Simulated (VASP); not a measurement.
Runs of VASP 6.6.1 on Cu. The structure is tetragonal, space group I4/mmm (No. 139). The conventional cell has a = 2.886 Å, b = 2.886 Å, c = 2.752 Å, α = 90.00°, β = 90.00°, γ = 90.00°. Cu (site symmetry 4/mmm) has 14 Cu at 2.46 to 2.89 Å within 3.2 Å. 

| potentials or basis | k mesh | cutoff (eV) | smearing | gap on the mesh (eV) | pressure (GPa) |
| --- | --- | --- | --- | --- | --- |
| VASP PAW PBE potentials, release 64 (Cu) | 20 × 20 × 20 | 520 | fermi-dirac 0.5 eV | none | (b) |
| VASP PAW PBE potentials, release 64 (Cu) | 20 × 20 × 20 | 520 | gaussian 0.01 eV | none | -0.8 |
| VASP PAW PBE potentials, release 64 (Cu) | 16 × 16 × 16, shifted | 520 | gaussian 0.1 eV | none | -0.7 |
| VASP PAW PBE potentials, release 64 (Cu) | 20 × 20 × 20 | 520 | gaussian 0.05 eV | none | -0.7 |
| VASP PAW PBE potentials, release 64 (Cu_sv_GW) | 14 × 14 × 14 | 700 | gaussian 0.1 eV | none | (a) |
| VASP PAW PBE potentials, release 64 (Cu) | 20 × 20 × 20 | 520 | methfessel-paxton 0.01 eV | none | -0.7 |
| VASP PAW PBE potentials, release 64 (Cu) | 20 × 20 × 20 | 520 | methfessel-paxton 0.2 eV | none | -0.7 |
| VASP PAW PBE potentials, release 64 (Cu) | 20 × 20 × 20 | 520 | gaussian 0.02 eV | none | -0.7 |
| VASP PAW PBE potentials, release 64 (Cu) | 20 × 20 × 20 | 520 | fermi-dirac 0.02 eV | none | -0.7 |
| VASP PAW PBE potentials, release 64 (Cu) | 20 × 20 × 20 | 520 | methfessel-paxton 0.1 eV | none | -0.5 |
| VASP PAW PBE potentials, release 64 (Cu) | 20 × 20 × 20 | 520 | fermi-dirac 0.1 eV | none | -0.6 |

Alike in all rows: task single point; level PBEsol; no spin polarisation; cell as given.

Q: Fill in the values left out.

A: (a) -5.5; (b) 1.7.

Caveats: the PAW data sets were made with another functional, which shifts forces and pressure a little; so wide a smearing shifts energies and pressures (at least some runs); the cell stands under tension (at least some runs).

A gap of «none» marks levels without a gap at the run's occupations.

The runs don't all hold the same shells in valence.
